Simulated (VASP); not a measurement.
# Sn in VASP: further runs, part 2 of 2

VASP 6.6.1.

## 4. Single point, PBE

Contents of INCAR:

```
SYSTEM = Sn
PREC = Accurate
ENCUT = 520
EDIFF = 1E-6
ISMEAR = -1
SIGMA = 0.1
LREAL = .False.
LASPH = .True.
NELM = 60
ALGO = Normal
ISIF = 2
LWAVE = .False.
LCHARG = .True.
GGA = PE
LELF = .True.
LVHAR = .True.
NBANDS = 21
```

Contents of KPOINTS:

```
regular mesh
0
Gamma
  9 9 9
  0 0 0
```

Contents of POSCAR:

```
Sn
1.0
   -0.0404167850      3.2333428000      3.2333428000
    3.2333428000     -0.0404167850      3.2333428000
    3.1929260150      3.1929260150      0.0000000000
Sn
2
Direct
    0.0000000000      0.0000000000      0.0000000000
    0.2500000000      0.2500000000      0.2500000000
```

Potentials or basis: VASP PAW PBE potentials, release 64 (Sn_d).

The run is started by

```
$ cat potpaw_PBE.64/Sn_d/POTCAR > POTCAR
$ mpirun -np 1 vasp_std > vasp.out
```

OUTCAR:

```text
SYSTEM = Sn
   PREC = Accurate
   ENCUT = 520
   EDIFF = 1E-6
   ISMEAR = -1
   LREAL = .False.
   LASPH = .True.
   NELM = 60
   ISIF = 2
   GGA = PE

 ion  position               nearest neighbor table
   1  0.000  0.000  0.000-   2 2.78   2 2.78   2 2.82   2 2.82
   2  0.250  0.250  0.250-   1 2.78   1 2.78   1 2.82   1 2.82

  LATTYP: Found a body centered orthorhombic cell.
 ALAT       =     4.5154792741
 B/A-ratio  =     1.0253164557
 C/A-ratio  =     1.4321149999

  Lattice vectors:

 A1 = (   0.0404167850,  -3.2333428000,  -3.2333428000)
 A2 = (  -0.0404167850,   3.2333428000,  -3.2333428000)
 A3 = (   3.2333428000,  -0.0404167850,   3.2333428000)

Analysis of symmetry for initial positions (statically):
=====================================================================
 Subroutine PRICEL returns:
 Original cell was already a primitive cell.

 Routine SETGRP: Setting up the symmetry group for a
 body centered orthorhombic supercell.

 Subroutine GETGRP returns: Found  8 space group operations
[... 154 lines left out ...]
 NGX is ok and might be reduce to    36

 number of electron      28.0000006 magnetization

 Free energy of the ion-electron system (eV)
  ---------------------------------------------------
  ext. energy  EPLUGINS =         0.00000000
  ---------------------------------------------------
  free energy    TOTEN  =        -7.61831695 eV

  energy without entropy =       -7.61176643  energy(sigma->0) =       -7.61504169

 E-fermi :   5.7699     XC(G=0):  -8.9236

 val. band max:        5.7126538332   @ k =  -0.0000  -0.0000   0.4444
 cond. band min:       5.8264614194   @ k =   0.0000   0.0000   0.0000
 fundamental gap:      0.1138075862
 Fermi energy:         5.7698798679

 k-point     1 :       0.0000    0.0000    0.0000
  band No.  band energies     occupation
      1     -15.9743      2.00000
      2     -15.9516      2.00000
      3     -15.9287      2.00000
      4     -15.8908      2.00000
      5     -15.8900      2.00000
      6     -15.5909      2.00000
[... 565 lines left out ...]
     20      15.7460      0.00000
     21      15.9686      0.00000

 [... further k-points ...]
[... 5 lines left out ...]
  --------------------------------------------------------------------------------------
  -------------------------------------------------------------------------------------
  Total        1.6187553      1.6187553      1.6164161      0.5833550      0.0000000      0.0000000
  in kB       38.3684620     38.3684620     38.3130174     13.8269414      0.0000000      0.0000000
  external PRESSURE =      38.3499805 kB  Pullay stress =       0.0000000 kB

 VOLUME and BASIS-vectors are now :
 -----------------------------------------------------------------------------
  energy-cutoff  :      520.00
  volume of cell :       67.60
      direct lattice vectors                 reciprocal lattice vectors
    -0.040416785  3.233342800  3.233342800    -0.152729602  0.152729602  0.154638723
     3.233342800 -0.040416785  3.233342800     0.152729602 -0.152729602  0.154638723
     3.192926015  3.192926015  0.000000000     0.156596175  0.156596175 -0.154638723

 POSITION                                       TOTAL-FORCE (eV/Angst)
 -----------------------------------------------------------------------------------
      0.00000      0.00000      0.00000        -0.000000     -0.000000     -0.257741
      1.59646      1.59646      1.61667         0.000000      0.000000      0.257741
 -----------------------------------------------------------------------------------
    total drift:                                0.000000      0.000000      0.000000

  FREE ENERGIE OF THE ION-ELECTRON SYSTEM (eV)
  ---------------------------------------------------
  free  energy   TOTEN  =        -7.6183169475 eV

  energy  without entropy=       -7.6117664257  energy(sigma->0) =       -7.61504169
```

OSZICAR:

```text
N       E                     dE             d eps       ncg     rms          rms(c)
DAV:   1     0.226515641149E+03    0.22652E+03   -0.14558E+04  5328   0.190E+03
DAV:   2     0.171904474962E+02   -0.20933E+03   -0.20507E+03  5300   0.449E+02
DAV:   3    -0.684589802101E+01   -0.24036E+02   -0.23882E+02  6165   0.140E+02
DAV:   4    -0.764968366491E+01   -0.80379E+00   -0.80334E+00  5975   0.285E+01
DAV:   5    -0.768230046363E+01   -0.32617E-01   -0.32616E-01  7745   0.533E+00    0.328E+00
DAV:   6    -0.763726734724E+01    0.45033E-01   -0.28283E-02  7076   0.207E+00    0.192E+00
DAV:   7    -0.761607517185E+01    0.21192E-01   -0.46839E-02  5921   0.219E+00    0.163E-01
DAV:   8    -0.761789743231E+01   -0.18223E-02   -0.55791E-03  5960   0.797E-01    0.531E-02
DAV:   9    -0.761829186957E+01   -0.39444E-03   -0.48257E-04  5978   0.140E-01    0.135E-02
DAV:  10    -0.761831248828E+01   -0.20619E-04   -0.37760E-05  6489   0.512E-02    0.567E-03
DAV:  11    -0.761831688403E+01   -0.43957E-05   -0.74631E-06  4755   0.174E-02    0.111E-03
DAV:  12    -0.761831694746E+01   -0.63427E-07   -0.43004E-07  4359   0.705E-03
   1 F= -.76183169E+01 E0= -.76150417E+01  d E =-.655052E-02
```

stdout:

```text
POSCAR found type information on POSCAR Sn
 POSCAR found :  1 types and       2 ions
 scaLAPACK will be used
 LDA part: xc-table for (Slater+PW92), standard interpolation
 POSCAR, INCAR and KPOINTS ok, starting setup
 FFT: planning ... GRIDC
 FFT: planning ... GRID_SOFT
 FFT: planning ... GRID
 WAVECAR not read
 entering main loop
```

Wall time 2.1 min (1 thread of Intel Xeon Platinum 8259CL at 2.50GHz (Skylake/Cascade Lake), shared host); peak memory 0.29 GiB.

Results:

| Property | Result |
| --- | --- |
| Free energy | -7.6183 eV |
| Pressure | 3.8 GPa |
| Largest force | 0.258 eV/Å |
| Band gap on the k mesh | zero (band 14 reaches 5.84 eV, above the bottom of band 15 at 5.71 eV) |

Forces on the atoms (eV/Å):
```
Sn   0.000  0.000 -0.258
Sn   0.000  0.000  0.258
```

Levels at points of the mesh, in eV from the Fermi level:
```tsv
k point	band 11	band 12	band 13	band 14	band 15	band 16	band 17	band 18
(0.00, 0.00, 0.00)	-10.69	-0.59	0.06	0.07	0.09	2.00	2.16	2.30
```

Caveat: spin-orbit coupling is left out, which moves the levels of the heavy elements.

## 5. Single point, PBE

Contents of INCAR:

```
SYSTEM = Sn
ALGO = Normal ; EDIFF = 1E-6
ENCUT = 520 ; GGA = PE
ISIF = 2 ; ISMEAR = -1
LASPH = .True. ; LCHARG = .False.
LREAL = .False. ; LWAVE = .False.
NBANDS = 21 ; NELM = 80
PREC = Accurate ; SIGMA = 0.1
```

Contents of KPOINTS:

```
k-points
0
Gamma
  9 9 9
  0 0 0
```

Contents of POSCAR:

```
Sn
1.0
    0.0404167850      3.2333428000      3.2333428000
    3.2333428000      0.0404167850      3.2333428000
    3.2737595850      3.2737595850      0.0000000000
Sn
2
Direct
    0.0000000000      0.0000000000      0.0000000000
    0.2500000000      0.2500000000      0.2500000000
```

The run is started by

```
$ cat potpaw_PBE.64/Sn_d/POTCAR > POTCAR
$ mpirun -np 1 vasp_std > vasp.out
```

Run time: 2.3 min. Hardware: 1 thread of Intel Xeon Platinum 8259CL at 2.50GHz (Skylake/Cascade Lake), shared host; peak memory 0.29 GiB.

It converged, with:

```yaml
Free_energy: -7.6183 eV
Pressure: 3.8 GPa
Largest_force: 0.258 eV/Å
Band_gap_on_the_k_mesh: zero (band 14 reaches 5.84 eV, above the bottom of band 15 at 5.71 eV)
```

Forces in eV/Å, atoms in the order of the input:
```
Sn   0.000  0.000  0.258
Sn   0.000  0.000 -0.258
```

Stress tensor (GPa, compression positive):
```
 3.84 -1.38  0.00
-1.38  3.84  0.00
 0.00  0.00  3.83
```

Levels at points of the mesh, in eV from the Fermi level:
```tsv
k point	band 10	band 11	band 12	band 13	band 14	band 15	band 16	band 17	band 18	band 19
(0.00, 0.00, 0.00)	-21.32	-10.69	-0.59	0.06	0.07	0.09	2.00	2.16	2.30	5.02
```

Caveat: spin-orbit coupling is left out, which moves the levels of the heavy elements.

## 6. Single point, PBE

This run uses another cell than the first one, of the same volume but with other edges.

Contents of INCAR:

```
  PREC = Accurate
  ENCUT = 520
  EDIFF = 1E-6
  ISMEAR = -1
  SIGMA = 0.1
  LREAL = False
  LASPH = True
  NELM = 100
  ALGO = Normal
  ISIF = 2
  LWAVE = False
  LCHARG = True
  GGA = PE
  LELF = True
  LVHAR = True
  NBANDS = 21
```

Contents of KPOINTS:

```
regular mesh
0
Gamma
  9 9 9
```

Contents of POSCAR:

```
Sn
1.0
    0.0808335700      3.2333428000      3.2333428000
    3.2333428000      0.0808335700      3.2333428000
    3.3141763700      3.3141763700      0.0000000000
Sn
2
Direct
    0.0000000000      0.0000000000      0.0000000000
    0.2500000000      0.2500000000      0.2500000000
```

Potentials or basis: VASP PAW PBE potentials, release 64 (Sn_d).

The run is started by

```
$ cat potpaw_PBE.64/Sn_d/POTCAR > POTCAR
$ mpirun -np 1 vasp_std > vasp.out
```

OUTCAR:

```text
PREC = Accurate
   ENCUT = 520
   EDIFF = 1E-6
   ISMEAR = -1
   LREAL = False
   LASPH = True
   NELM = 100
   ISIF = 2
   GGA = PE

 ion  position               nearest neighbor table
   1  0.000  0.000  0.000-   2 2.75   2 2.75   2 2.85   2 2.85
   2  0.250  0.250  0.250-   1 2.75   1 2.75   1 2.85   1 2.85

  LATTYP: Found a body centered orthorhombic cell.
 ALAT       =     4.4583213086
 B/A-ratio  =     1.0512820513
 C/A-ratio  =     1.4504754486

  Lattice vectors:

 A1 = (   3.2333428000,   0.0808335700,  -3.2333428000)
[... 191 lines left out ...]
      4     -15.8922      2.00000
      5     -15.8892      2.00000
      6     -15.6074      2.00000
[... 565 lines left out ...]
     20      15.7677      0.00000
     21      15.9906      0.00000

 [... further k-points ...]
[... 5 lines left out ...]
  --------------------------------------------------------------------------------------
  -------------------------------------------------------------------------------------
  Total        1.6815223      1.6815223      1.6731143     -1.1723253     -0.0000000     -0.0000000
  in kB       39.8748879     39.8748879     39.6755060    -27.8000128     -0.0000000     -0.0000000
  external PRESSURE =      39.8084273 kB  Pullay stress =       0.0000000 kB

 VOLUME and BASIS-vectors are now :
 -----------------------------------------------------------------------------
  energy-cutoff  :      520.00
  volume of cell :       67.56
      direct lattice vectors                 reciprocal lattice vectors
     0.080833570  3.233342800  3.233342800    -0.158603818  0.158603818  0.154638723
     3.233342800  0.080833570  3.233342800     0.158603818 -0.158603818  0.154638723
     3.314176370  3.314176370  0.000000000     0.150867046  0.150867046 -0.154638723

 POSITION                                       TOTAL-FORCE (eV/Angst)
 -----------------------------------------------------------------------------------
      0.00000      0.00000      0.00000        -0.000000     -0.000000      0.516548
      1.65709      1.65709      1.61667         0.000000      0.000000     -0.516548
 -----------------------------------------------------------------------------------
    total drift:                                0.000000      0.000000      0.000000

  FREE ENERGIE OF THE ION-ELECTRON SYSTEM (eV)
  ---------------------------------------------------
  free  energy   TOTEN  =        -7.5956150786 eV

  energy  without entropy=       -7.5892254121  energy(sigma->0) =       -7.59242025
```

OSZICAR:

```text
N       E                     dE             d eps       ncg     rms          rms(c)
DAV:   1     0.228372368238E+03    0.22837E+03   -0.14459E+04  5350   0.193E+03
DAV:   2     0.174592478952E+02   -0.21091E+03   -0.20657E+03  5280   0.452E+02
DAV:   3    -0.682688772155E+01   -0.24286E+02   -0.24150E+02  6150   0.141E+02
DAV:   4    -0.762832718096E+01   -0.80144E+00   -0.80112E+00  5995   0.285E+01
DAV:   5    -0.766069258634E+01   -0.32365E-01   -0.32365E-01  7799   0.534E+00    0.329E+00
DAV:   6    -0.761474109909E+01    0.45951E-01   -0.28612E-02  6952   0.208E+00    0.192E+00
DAV:   7    -0.759342419853E+01    0.21317E-01   -0.49512E-02  6498   0.222E+00    0.166E-01
DAV:   8    -0.759518072742E+01   -0.17565E-02   -0.54535E-03  5960   0.756E-01    0.565E-02
DAV:   9    -0.759556818514E+01   -0.38746E-03   -0.43482E-04  6465   0.135E-01    0.181E-02
DAV:  10    -0.759561003970E+01   -0.41855E-04   -0.62003E-05  6063   0.610E-02    0.550E-03
DAV:  11    -0.759561450682E+01   -0.44671E-05   -0.74158E-06  4855   0.200E-02    0.242E-03
DAV:  12    -0.759561507858E+01   -0.57175E-06   -0.89513E-07  5027   0.787E-03
   1 F= -.75956151E+01 E0= -.75924202E+01  d E =-.638967E-02
```

Run time: 2.4 min. Hardware: 1 thread of Intel Xeon Platinum 8259CL at 2.50GHz (Skylake/Cascade Lake), shared host; peak memory 0.29 GiB.

Results:

```
Free energy            : -7.5956 eV
Pressure               : 4.0 GPa
Largest force          : 0.517 eV/Å
Band gap on the k mesh : zero (band 14 reaches 5.83 eV, above the bottom of band 15 at 5.64 eV)
```

Forces in eV/Å, atoms in the order of the input:
```
Sn   0.000  0.000  0.517
Sn   0.000  0.000 -0.517
```

Caveat: spin-orbit coupling is left out, which moves the levels of the heavy elements.

## 7. Summary

| cell | gap on the mesh (eV) | pressure (GPa) | largest force (eV/Å) |
| --- | --- | --- | --- |
| a = 4.573 Å, angles 60.0°, 2 atoms | none | 3.8 | - |
| a = 4.573, b = 4.573, c = 4.458 Å, angles 60.8, 60.8, 61.7°, 2 atoms | none | 4.0 | 0.52 |
| a = 4.573, b = 4.573, c = 4.515 Å, angles 60.4, 60.4, 60.8°, 2 atoms | none | 3.8 | 0.26 |
| a = 4.573, b = 4.573, c = 4.630 Å, angles 59.6, 59.6, 59.2°, 2 atoms | none | 3.8 | 0.26 |
| a = 4.573, b = 4.573, c = 4.687 Å, angles 59.2, 59.2, 58.3°, 2 atoms | none | 4.0 | 0.52 |

Alike in all rows: task single point; level PBE; potentials or basis VASP PAW PBE potentials, release 64 (Sn_d); no spin polarisation; k mesh 9 × 9 × 9; cutoff (eV) 520; smearing fermi-dirac 0.1 eV.

Caveats: spin-orbit coupling is left out, which moves the levels of the heavy elements.

Absolute energies hang on the potentials; compare differences alone.
